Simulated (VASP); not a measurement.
# Rh: single point with PBE

Rh:

```
CELL_PARAMETERS angstrom
0.00000 1.92657 1.92657
1.92657 0.00000 1.92657
1.92657 1.92657 0.00000
ATOMIC_POSITIONS crystal
Rh 0.00000 0.00000 0.00000
```

```json
{
  "Program": "VASP 6.6.1",
  "Task": "single point",
  "Functional": "PBE",
  "Potentials or basis": "VASP PAW PBE potentials, release 64 (Rh_pv)",
  "Cutoff": "520 eV",
  "k mesh": "18 × 18 × 18",
  "Occupations": "gaussian, width 0.05 eV",
  "Spin": "no spin polarisation",
  "Dipole correction": "no",
  "Further INCAR settings": "ALGO = Normal; EDIFF = 1e-06; NBANDS = 14"
}
```

The pressure is -4.5 GPa.

Levels at points of the mesh, in eV from the Fermi level:
```tsv
k point	band 4	band 5	band 6	band 7	band 8	band 9	band 10	band 11
(0.00, 0.00, 0.00)	-7.68	-2.90	-2.90	-2.90	-0.95	-0.95	16.01	20.63
(0.50, 0.00, 0.00)	-5.80	-2.97	-2.97	0.52	0.52	0.77	8.24	15.50
(0.50, 0.50, 0.00)	-5.96	-5.61	0.49	0.91	0.91	3.21	11.77	13.09
```

It took 23 s on 1 thread of Intel(R) Xeon(R) Platinum 8259CL CPU @ 2.50GHz (Skylake/Cascade Lake), with other jobs on the host, peak memory 0.15 GiB.
